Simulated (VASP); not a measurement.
The system is Ca2Ta3O.

```
Ca Ta O
1.0
     3.52700    0.00000    0.00000
     0.00000    3.52700    0.00000
     0.00000    0.00000    8.59774
Ca Ta O
2 3 1
Direct
  0.00000 0.00000 0.00948
  0.50000 0.50000 0.49382
  0.00000 0.00000 0.67095
  0.00000 0.00000 0.32576
  0.50000 0.50000 0.83418
  0.50000 0.50000 0.16581
```

The cell was generated, and may not be a known phase.

* Program: VASP 6.6.1
* Task: relaxation of cell and atoms
* Functional: PBE
* Potentials or basis: VASP PAW PBE potentials, release 64 (Ca_sv, Ta_pv, O)
* Cutoff: 600 eV
* k mesh: 6 × 6 × 2
* Occupations: gaussian, width 0.1 eV
* Spin: no spin polarisation

At the start: pressure 8.8 GPa; volume 17.83 Å³/atom.

Task: Where does the relaxation end?

Result: Over 45 steps the energy falls by 724.1 meV/atom and the volume is 18.35 Å³/atom (+3.0 %); space group P4mm (No. 99, to 0.1 Å) before and after.

The path:
```
step  energy change (eV)  largest force (eV/Å)  pressure (GPa)  volume (Å³)
   1              0.0000                2.7750            8.75       106.95
   3             -0.9816                1.5693           -5.08       124.38
   5             -1.9437                1.6335            2.82       119.15
   7             -2.3486                2.5454            2.07       123.50
   9             -2.7111                0.8433           -5.05       130.55
  11             -3.0711                1.3632           -2.32       121.74
  13             -3.1584                0.6942            1.79       117.64
  15             -3.2879                0.8033           -0.45       121.20
  17             -3.4092                0.2471           -2.36       120.49
  19             -3.4492                0.7161           -3.25       120.06
  21             -3.5154                1.1393           -3.19       119.37
  23             -3.6258                1.7920           -1.94       116.27
  25             -3.7232                1.4139           -2.24       116.67
  27             -3.8721                1.5894            2.19       110.93
  29             -3.9592                1.0977            0.06       113.12
  31             -4.1425                0.5822           -2.74       115.30
  33             -4.1847                0.6753           -0.81       113.23
  35             -4.2359                0.8578            1.76       110.28
  37             -4.2549                0.7192            3.17       107.15
  39             -4.3317                0.2428           -0.51       110.70
  41             -4.3347                0.2222           -0.22       110.43
  43             -4.3399                0.1050            0.22       109.92
  45             -4.3445                0.0393            0.03       110.12
```

Final structure:
```cif
data_structure
_symmetry_space_group_name_H-M 'P 1'
_symmetry_Int_Tables_number 1
_cell_length_a 2.8859
_cell_length_b 2.8859
_cell_length_c 13.2225
_cell_angle_alpha 90.000
_cell_angle_beta 90.000
_cell_angle_gamma 90.000
_cell_volume 110.12
loop_
_atom_site_label
_atom_site_type_symbol
_atom_site_fract_x
_atom_site_fract_y
_atom_site_fract_z
_atom_site_occupancy
Ca1 Ca 0.00000 0.00000 0.05628 1
Ca2 Ca 0.50000 0.50000 0.47123 1
Ta1 Ta 0.00000 0.00000 0.68422 1
Ta2 Ta 0.00000 0.00000 0.27475 1
Ta3 Ta 0.50000 0.50000 0.84837 1
O1 O 0.50000 0.50000 0.16515 1
```

Caveat: the k points lie up to 0.36 Å⁻¹ apart in the final cell, too coarse for converged energies and pressures of a metal; a cell axis changed by over 15 % at a fixed basis, so the end point is rough; an odd number of electrons without spin polarisation forces a metal; a magnetic or distorted state may lie lower.
